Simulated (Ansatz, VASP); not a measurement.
## One calculation of MgAu, two programs

File INCAR:

```
SYSTEM = MgAu
ALGO = Normal ; EDIFF = 1E-8
ENCUT = 520 ; GGA = CA
ISIF = 2 ; ISMEAR = -1
LASPH = .TRUE. ; LCHARG = .FALSE.
LEFG = .TRUE. ; LREAL = .FALSE.
LWAVE = .FALSE. ; NBANDS = 14
NELM = 60 ; PREC = Accurate
SIGMA = 0.05
```

File KPOINTS:

```
k-points
0
G
  13 13 13
  0 0 0
```

The input POSCAR:

```
MgAu
1.0
    3.2590000000      0.0000000000      0.0000000000
    0.0000000000      3.2590000000      0.0000000000
    0.0000000000      0.0000000000      3.2590000000
Mg Au
1 1
Direct
    0.5000000000      0.5000000000      0.5000000000
    0.0000000000      0.0000000000      0.0000000000
```

Input for Ansatz:

```yaml
crystal:
  lattice:
    - [3.259, 0.0, 0.0]
    - [0.0, 3.259, 0.0]
    - [0.0, 0.0, 3.259]
  atoms:
    - { symbol: Mg, position: [0.5, 0.5, 0.5] }
    - { symbol: Au, position: [0.0, 0.0, 0.0] }
kpoints:
  mp_grid: { grid: [13, 13, 13] }
  band_path:
    path:
      - [0.0, 0.0, 0.0]
      - [0.0, 0.5, 0.0]
      - [0.5, 0.5, 0.0]
      - [0.0, 0.0, 0.0]
      - [0.5, 0.5, 0.5]
      - [0.0, 0.5, 0.0]
      - [0.5, 0.5, 0.5]
      - [0.5, 0.5, 0.0]
    npoints: 8
scf:
  occupations: { method: fermi_dirac, width: 0.05 }
hamiltonian:
  xc: lda
  pseudopotentials: { kind: all_electron, datasets: crystal }
output:
  forces: true
  stress: true
  eigenvalues: true
  efg: { contact_densities: true }
```

Alike in both runs: task electric field gradients; functional LDA; k mesh 13 × 13 × 13; occupations fermi-dirac, width 0.05 eV; no spin polarisation.

|  | VASP | Ansatz |
| --- | --- | --- |
| version | VASP 6.6.1 | Ansatz 0.2.0 |
| potentials or method | VASP PAW LDA potentials, release 64 (Mg, Au), cutoff 520 eV | all-electron PAW with datasets made for the crystal, scalar-relativistic |

VASP gave:

* pressure (GPa): -3.9

Q: Estimate Ansatz's values.

A: Pressure (GPa): -3.5.

LDA's correlation is that of Perdew and Zunger in VASP and of Perdew and Wang (1992) in Ansatz. Ansatz ran all-electron here, and VASP with PAW potentials.

Neither program's run includes spin-orbit coupling.
